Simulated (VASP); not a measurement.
# BaS (F-43m) in VASP: notebook, part 2 of 2

VASP 6.6.1.

## (6) Single point, PBEsol

File INCAR:

```
SYSTEM = BaS
ALGO = Normal
EDIFF = 1E-6
ENCUT = 500
GGA = PS
GGA_COMPAT = .FALSE.
ISIF = 2
ISMEAR = -1
LASPH = .TRUE.
LCHARG = .FALSE.
LREAL = .FALSE.
LWAVE = .FALSE.
NBANDS = 15
NELM = 120
PREC = Accurate
SIGMA = 0.05
```

File KPOINTS:

```
k-points
0
G
  4 4 4
  0 0 0
```

File POSCAR:

```
BaS
1.0
    0.0000000000      3.5194117709      3.5194117709
    3.5194117709      0.0000000000      3.5194117709
    3.5194117709      3.5194117709      0.0000000000
Ba S
1 1
Direct
    0.0000000000      0.0000000000      0.0000000000
    0.2500000000      0.2500000000      0.2500000000
```

Potentials or basis: VASP PAW PBE potentials, release 64 (Ba_sv, S).

The run is started by

```
> cat potpaw_PBE.64/Ba_sv/POTCAR potpaw_PBE.64/S/POTCAR > POTCAR
> mpirun -np 1 vasp_std > vasp.out
```

OUTCAR:

```text
SYSTEM = BaS
   EDIFF = 1E-6
   ENCUT = 500
   GGA = PS
   ISIF = 2
   ISMEAR = -1
   LASPH = .TRUE.
   LREAL = .FALSE.
   NELM = 120
   PREC = Accurate

 ion  position               nearest neighbor table
   1  0.000  0.000  0.000-   2 3.05   2 3.05   2 3.05   2 3.05
   2  0.250  0.250  0.250-   1 3.05   1 3.05   1 3.05   1 3.05

  LATTYP: Found a face centered cubic cell.
 ALAT       =     7.0388235418

  Lattice vectors:

 A1 = (   0.0000000000,   3.5194117709,   3.5194117709)
 A2 = (   3.5194117709,   0.0000000000,   3.5194117709)
 A3 = (   3.5194117709,   3.5194117709,   0.0000000000)

Analysis of symmetry for initial positions (statically):
=====================================================================
 Subroutine PRICEL returns:
 Original cell was already a primitive cell.

 Routine SETGRP: Setting up the symmetry group for a
 face centered cubic supercell.

 Subroutine GETGRP returns: Found 24 space group operations
 (whereof 24 operations were pure point group operations)
 out of a pool of 48 trial point group operations.

The static configuration has the point symmetry T_d .

Analysis of symmetry for dynamics (positions and initial velocities):
=====================================================================
 Subroutine PRICEL returns:
 Original cell was already a primitive cell.

 Routine SETGRP: Setting up the symmetry group for a
 face centered cubic supercell.

 Subroutine GETGRP returns: Found 24 space group operations
 (whereof 24 operations were pure point group operations)
 out of a pool of 48 trial point group operations.

The dynamic configuration has the point symmetry T_d .

 Subroutine INISYM returns: Found 24 space group operations
 (whereof 24 operations are pure point group operations),
 and found     1 'primitive' translations

----------------------------------------------------------------------------------------

                                     Primitive cell

  volume of cell :      87.1847

  direct lattice vectors                    reciprocal lattice vectors
     0.000000000  3.519411771  3.519411771    -0.142069196  0.142069196  0.142069196
     3.519411771  0.000000000  3.519411771     0.142069196 -0.142069196  0.142069196
     3.519411771  3.519411771  0.000000000     0.142069196  0.142069196 -0.142069196

  length of vectors
     4.977199858  4.977199858  4.977199858     0.246071065  0.246071065  0.246071065

  position of ions in fractional coordinates (direct lattice)
     0.000000000  0.000000000  0.000000000
     0.250000000  0.250000000  0.250000000

  ion indices of the primitive-cell ions
   primitive index   ion index
                 1           1
                 2           2

----------------------------------------------------------------------------------------

 KPOINTS: k-points

Automatic generation of k-mesh.
 Grid dimensions read from file:
 generate k-points for:    4    4    4

 Generating k-lattice:

  Cartesian coordinates                     Fractional coordinates (reciprocal lattice)
    -0.035517299  0.035517299  0.035517299     0.250000000  0.000000000  0.000000000
     0.035517299 -0.035517299  0.035517299     0.000000000  0.250000000  0.000000000
     0.035517299  0.035517299 -0.035517299     0.000000000  0.000000000  0.250000000

  Length of vectors
     0.061517766  0.061517766  0.061517766

  Shift w.r.t. Gamma in fractional coordinates (k-lattice)
     0.000000000  0.000000000  0.000000000

 Subroutine IBZKPT returns following result:
 ===========================================

 Found      8 irreducible k-points:

 Following reciprocal coordinates:
            Coordinates               Weight
  0.000000  0.000000  0.000000      1.000000
  0.250000  0.000000  0.000000      8.000000
  0.500000  0.000000  0.000000      4.000000
  0.250000  0.250000  0.000000      6.000000
  0.500000  0.250000  0.000000     24.000000
 -0.250000  0.250000  0.000000     12.000000
  0.500000  0.500000  0.000000      3.000000
 -0.250000  0.500000  0.250000      6.000000
   k-points           NKPTS =      8   k-points in BZ     NKDIM =      8   number of bands    NBANDS=     15
   number of dos      NEDOS =    301   number of ions     NIONS =      2
   total plane-waves  NPLWV =  46656
   dimension x,y,z NGX =    36 NGY =   36 NGZ =   36
   dimension x,y,z NGXF=    72 NGYF=   72 NGZF=   72
   ions per type =               1   1
   NGX,Y,Z   is equivalent  to a cutoff of  12.02, 12.02, 12.02 a.u.
   NGXF,Y,Z  is equivalent  to a cutoff of  24.05, 24.05, 24.05 a.u.
 SYSTEM =  BaS
   PREC   = accura    normal or accurate (medium, high low for compatibility)
   ISTART =      0    job   : 0-new  1-cont  2-samecut
   ICHARG =      2    charge: 1-file 2-atom 10-const
   ISPIN  =      1    spin polarized calculation?
   LNONCOLLINEAR =      F non collinear calculations
   LSORBIT =      F    spin-orbit coupling
   LASPH  =      T    aspherical Exc in radial PAW
   ENCUT  =  500.0 eV  36.75 Ry    6.06 a.u.   9.07  9.07  9.07*2*pi/ulx,y,z
   NELM   =    120;   NELMIN=  2; NELMDL= -5     # of ELM steps
   EDIFF  = 0.1E-05   stopping-criterion for ELM
   LREAL  =      F    real-space projection
   EDIFFG = 0.1E-04   stopping-criterion for IOM
   NSW    =      0    number of steps for IOM
   IBRION =     -1    ionic relax: 0-MD 1-quasi-New 2-CG
   NFREE  =      0    steps in history (QN), initial steepest desc. (CG)
   ISIF   =      2    stress and relaxation
   ISYM   =      2    0-nonsym 1-usesym 2-fastsym
   POTIM  = 0.5000    time-step for ionic-motion
   TEBEG  =    0.0;   TEEND  =   0.0 temperature during run
   PSTRESS=    0.0 pullay stress
   NELECT =      16.0000    total number of electrons
   NUPDOWN=      -1.0000    fix difference up-down
   EMIN   =  10.00;   EMAX   =-10.00  energy-range for DOS
   EFERMI =   0.00;   METHOD = LEGACY
   ISMEAR =    -1;   SIGMA  =   0.05  broadening in eV -4-tet -1-fermi 0-gaus
   EFERMI_NEDOS =   21; number of points for ismear=-14 and -15
   IALGO  =     38    algorithm
   IMIX   =      4    mixing-type and parameters
     AMIX     =   0.40;   BMIX     =  1.00
     AMIX_MAG =   1.60;   BMIX_MAG =  1.00
  volume/ion in A,a.u.               =      43.59       294.18
  Fermi-wavevector in a.u.,A,eV,Ry     =   0.930325  1.758060 11.775908  0.865505
  Thomas-Fermi vector in A             =   2.056702
   LORBIT       =      0    0 simple, 1 ext, 2 COOP (PROOUT), +10 PAW based schemes
   GGA     = PS    functional components
   LHFCALC =     F    Hartree Fock is set to
   AEXX    =    0.0000 exact exchange contribution
   IVDW    =     0    specifies the selected vdW correction
   LEPSILON=     F    determine dielectric tensor
   LRPA    =     F    only Hartree local field effects (RPA)
 non-spin polarized calculation
  energy-cutoff  :      500.00
  volume of cell :       87.18
 maximum number of plane-waves:      2229
   NGX = 19   NGY = 19   NGZ = 19

 number of electron      15.9999999 magnetization

 Free energy of the ion-electron system (eV)
  ---------------------------------------------------
  ext. energy  EPLUGINS =         0.00000000
  ---------------------------------------------------
  free energy    TOTEN  =       -10.15403197 eV

  energy without entropy =      -10.15403197  energy(sigma->0) =      -10.15403197

 E-fermi :   0.8696     XC(G=0):  -7.3530

 val. band max:       -0.2769267208   @ k =  -0.2500   0.5000   0.2500
 cond. band min:       2.3520987382   @ k =   0.0000   0.0000   0.0000
 fundamental gap:      2.6290254590
 Fermi energy:         0.8695790706

 k-point     1 :       0.0000    0.0000    0.0000
  band No.  band energies     occupation
      1     -26.3491      2.00000
      2     -11.5172      2.00000
      3     -11.5172      2.00000
      4     -11.5172      2.00000
      5     -10.1676      2.00000
      6      -0.9640      2.00000
      7      -0.9640      2.00000
      8      -0.9640      2.00000
      9       2.3521      0.00000
     10       4.7242      0.00000
     11       4.7242      0.00000
     12       6.6565      0.00000
     13       6.6565      0.00000
     14       6.6565      0.00000
[... 113 lines left out ...]
      2     -12.2019      2.00000
      3     -11.6633      2.00000
      4     -11.6181      2.00000
      5      -9.3141      2.00000
      6      -0.8944      2.00000
      7      -0.8124      2.00000
      8      -0.2769      2.00000
      9       3.0453      0.00000
     10       3.9456      0.00000
     11       5.5750      0.00000
     12       6.0481      0.00000
     13       7.1065      0.00000
     14       8.1391      0.00000
     15       8.2790      0.00000

------------------------ aborting loop because EDIFF is reached ----------------------------------------

  FORCE on cell =-STRESS in cart. coord.  units (eV):
  Direction    XX          YY          ZZ          XY          YZ          ZX
  --------------------------------------------------------------------------------------
  -------------------------------------------------------------------------------------
  Total       -0.4193129     -0.4193129     -0.4193129      0.0000000      0.0000000     -0.0000000
  in kB       -7.7056365     -7.7056365     -7.7056365      0.0000000      0.0000000     -0.0000000
  external PRESSURE =      -7.7056365 kB  Pullay stress =       0.0000000 kB

 VOLUME and BASIS-vectors are now :
 -----------------------------------------------------------------------------
  energy-cutoff  :      500.00
  volume of cell :       87.18
      direct lattice vectors                 reciprocal lattice vectors
     0.000000000  3.519411771  3.519411771    -0.142069196  0.142069196  0.142069196
     3.519411771  0.000000000  3.519411771     0.142069196 -0.142069196  0.142069196
     3.519411771  3.519411771  0.000000000     0.142069196  0.142069196 -0.142069196

 POSITION                                       TOTAL-FORCE (eV/Angst)
 -----------------------------------------------------------------------------------
      0.00000      0.00000      0.00000        -0.000000     -0.000000     -0.000000
      1.75971      1.75971      1.75971         0.000000      0.000000      0.000000
 -----------------------------------------------------------------------------------
    total drift:                               -0.000000     -0.000000     -0.000000

  FREE ENERGIE OF THE ION-ELECTRON SYSTEM (eV)
  ---------------------------------------------------
  free  energy   TOTEN  =       -10.1540319716 eV

  energy  without entropy=      -10.1540319715  energy(sigma->0) =      -10.15403197
```

It took 7.8 s on 1 thread of AMD EPYC 9R45 (Zen 5), shared host; peak memory 0.17 GiB.

Results:

| Property | Result |
| --- | --- |
| Free energy | -10.1540 eV |
| Pressure | -0.8 GPa |
| Band gap on the k mesh | 2.63 eV (least direct gap 3.32 eV) |

Caveat: the PAW data sets were made with another functional, which shifts forces and pressure a little; spin-orbit coupling is left out, which moves the levels of the heavy elements. A k mesh can miss the band edges.

## (7) Single point, HSE06

POSCAR is that of step 6.

File INCAR.step1:

```
SYSTEM = BaS
PREC     = Accurate       ! precision mode
ENCUT    = 400            ! plane-wave cutoff, eV
EDIFF    = 1E-5           ! SCF threshold, eV
ISMEAR   = 0              ! smearing method
SIGMA    = 0.01           ! smearing width, eV
LREAL    = .False.        ! projectors in reciprocal space
LASPH    = .True.         ! aspherical terms in the spheres
NELM     = 120            ! most SCF steps
ALGO     = Normal         ! electronic algorithm
ISIF     = 2              ! what is computed and relaxed
LWAVE    = .True.         ! write WAVECAR
LCHARG   = .False.        ! write CHGCAR
NBANDS   = 15             ! bands
GGA      = PE             ! functional
GGA_COMPAT= .False.
```

File INCAR.step2:

```
SYSTEM = BaS
PREC     = Accurate       ! precision mode
ENCUT    = 400            ! plane-wave cutoff, eV
EDIFF    = 1E-6           ! SCF threshold, eV
ISMEAR   = 0              ! smearing method
SIGMA    = 0.01           ! smearing width, eV
LREAL    = .False.        ! projectors in reciprocal space
LASPH    = .True.         ! aspherical terms in the spheres
NELM     = 120            ! most SCF steps
ALGO     = Normal         ! electronic algorithm
ISIF     = 2              ! what is computed and relaxed
LWAVE    = .False.        ! write WAVECAR
LCHARG   = .False.        ! write CHGCAR
GGA      = PE             ! functional
LHFCALC  = .True.         ! exact exchange
HFSCREEN = 0.2079         ! screening, 1/A
PRECFOCK = Normal       
NBANDS   = 15             ! bands
ISTART   = 1            
GGA_COMPAT= .False.
```

File KPOINTS:

```
Automatic mesh
0
Gamma
  2 2 2
  0 0 0
```

The run is started by

```
> cat potpaw_PBE.64/Ba_sv/POTCAR potpaw_PBE.64/S/POTCAR > POTCAR
> cp INCAR.step1 INCAR
> mpirun -np 1 vasp_std > vasp.out
> cp INCAR.step2 INCAR
> mpirun -np 1 vasp_std > vasp.out
```

Run time: 23 s. Hardware: 1 thread of AMD EPYC 9R45 (Zen 5), shared host; peak memory 0.25 GiB.

It converged, with:

```yaml
Free_energy: -11.0108 eV
Pressure: 0.3 GPa
Band_gap_on_the_k_mesh: 3.69 eV (least direct gap 4.39 eV)
```

Levels at points of the mesh, in eV from the valence-band top:
| k point | band 6 | band 7 | band 8 | band 9 | band 10 | band 11 |
| --- | --- | --- | --- | --- | --- | --- |
| (0.00, 0.00, 0.00) | -0.70 | -0.70 | -0.70 | 3.69 | 6.19 | 6.19 |
| (0.50, 0.00, 0.00) | -0.61 | -0.42 | -0.42 | 5.47 | 6.36 | 6.36 |
| (0.50, 0.50, 0.00) | -1.11 | 0.00 | 0.00 | 4.40 | 5.60 | 7.48 |

Caveat: the k points lie up to 0.77 Å⁻¹ apart; the PAW data sets were made with another functional, which shifts forces and pressure a little; spin-orbit coupling is left out, which moves the levels of the heavy elements. A k mesh can miss the band edges.

## (8) The runs side by side

```csv
level,k mesh,cutoff (eV),smearing,grid for exact exchange (PRECFOCK),share of exact exchange,screening parameter,gap on the mesh (eV),pressure (GPa)
PBEsol,4 × 4 × 4,500,gaussian 0.01 eV,-,-,-,2.63,-0.8
PBEsol,4 × 4 × 4,500,methfessel-paxton 0.05 eV,-,-,-,2.63,-0.8
PBEsol,4 × 4 × 4,500,gaussian 0.5 eV,-,-,-,2.63,-0.8
PBEsol,4 × 4 × 4,500,fermi-dirac 0.05 eV,-,-,-,2.63,-0.8
HSE06,2 × 2 × 2,400,gaussian 0.01 eV,Normal,0.25,0.2079 1/Å,3.69,0.3
```

Alike in all rows: task single point; potentials or basis VASP PAW PBE potentials, release 64 (Ba_sv, S); no spin polarisation; cell as given.

Caveats: some runs use coarse meshes; the PAW data sets were made with another functional, which shifts forces and pressure a little; spin-orbit coupling is left out, which moves the levels of the heavy elements.

Total energies depend on the potentials used, so only differences within one code and one set of settings carry meaning.
